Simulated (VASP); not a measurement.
The system is Li2ClF.

```xyz
4
Lattice="2.7872 0.0000 0.0000 0.0000 2.7872 0.0000 0.0000 0.0000 3.9417" Properties=species:S:1:pos:R:3 pbc="T T T"
F     0.0000    0.0000    0.0000
Li    0.0000    0.0000    1.9708
Li    1.3936    1.3936    0.0000
Cl    1.3936    1.3936    1.9708
```

| Property | Result |
| --- | --- |
| Program | VASP 6.6.1 |
| Task | relaxation of cell and atoms |
| Functional | PBE |
| Potentials or basis | VASP PAW PBE potentials, release 64 (F_h, Li_sv, Cl) |
| Cutoff | 910 eV |
| k mesh | 8 × 8 × 6 |
| Occupations | fermi-dirac, width 0.02 eV |
| Spin | no spin polarisation |

At the start: pressure 71.9 GPa; volume 7.66 Å³/atom.

Q: How do energy, volume and symmetry change on relaxing?

A: Over 8 steps the energy falls by 652.6 meV/atom and the volume is 11.42 Å³/atom (+49.1 %); space group P4/mmm (No. 123, to 0.1 Å) before and after.

Step by step:
| step | energy change (eV) | largest force (eV/Å) | pressure (GPa) | volume (Å³) |
| --- | --- | --- | --- | --- |
| 1 | 0.0000 | 0.0000 | 71.95 | 30.62 |
| 2 | -2.5530 | 0.0000 | -6.28 | 48.52 |
| 3 | -2.6088 | 0.0000 | 1.11 | 45.21 |
| 4 | -2.6104 | 0.0000 | -0.01 | 45.67 |
| 5 | -2.6095 | 0.0000 | -0.82 | 46.02 |
| 6 | -2.6105 | 0.0000 | 0.08 | 45.64 |
| 7 | -2.6105 | 0.0000 | 0.02 | 45.66 |
| 8 | -2.6105 | 0.0000 | 0.01 | 45.66 |

Final structure:
```
F Li Cl
1.0
     3.19751    0.00000    0.00000
     0.00000    3.19751    0.00000
     0.00000    0.00000    4.46633
F Li Cl
1 2 1
Direct
  0.00000 0.00000 0.00000
  0.00000 0.00000 0.50000
  0.50000 0.50000 0.00000
  0.50000 0.50000 0.50000
```

Caveat: the cutoff is under 1.25 times the usual one of these potentials, so pressure, stress and relaxed cells hold a basis-set (Pulay) error; the volume moved by over 15 % at a fixed basis, so the end points are rough.
